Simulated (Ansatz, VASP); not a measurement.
# Li: VASP beside Ansatz

File INCAR:

```
PREC = Accurate
ENCUT = 750
EDIFF = 1E-6
ISMEAR = 0
SIGMA = 0.1
LREAL = False
LASPH = True
NELM = 120
ALGO = Normal
ISIF = 2
LWAVE = False
LCHARG = False
GGA = PE
IVDW = 12
NBANDS = 8
GGA_COMPAT = False
```

File KPOINTS:

```
Automatic mesh
0
Gamma
  8 8 8
```

The input POSCAR:

```
Li
1.0
   -1.7500000000      1.7500000000      1.7500000000
    1.7500000000     -1.7500000000      1.7500000000
    1.7500000000      1.7500000000     -1.7500000000
Li
1
Direct
    0.0000000000      0.0000000000      0.0000000000
```

Input for Ansatz:

```yaml
crystal:
  lattice:
    - [-1.75, 1.75, 1.75]
    - [1.75, -1.75, 1.75]
    - [1.75, 1.75, -1.75]
  atoms:
    - { symbol: Li, position: [0.0, 0.0, 0.0] }
basis:
  ecutwfc: 420
kpoints:
  mp_grid: { grid: [8, 8, 8] }
hamiltonian:
  xc: pbe
  dispersion: d3bj
scf:
  occupations: { method: gaussian, width: 0.1 }
output:
  forces: true
  stress: true
  eigenvalues: true
```

Alike in both runs: task single point; functional PBE; dispersion D3(BJ); k mesh 8 × 8 × 8; occupations gaussian, width 0.1 eV; no spin polarisation.

```csv
,VASP,Ansatz
version,VASP 6.6.1,Ansatz 0.2.0
potentials or method,"VASP PAW PBE potentials, release 64 (Li_sv), cutoff 750 eV","scalar-relativistic, plane waves, PAW"
valence electrons in the cell,3,3
```

|  | VASP | Ansatz | Ansatz less VASP |
| --- | --- | --- | --- |
| gap on the k mesh at the Fermi level (eV) | none | none | - |
| pressure (GPa) | -2.0 | -1.8 | +0.11 |

A gap of «none» marks a metal or a gap that the smearing closes.
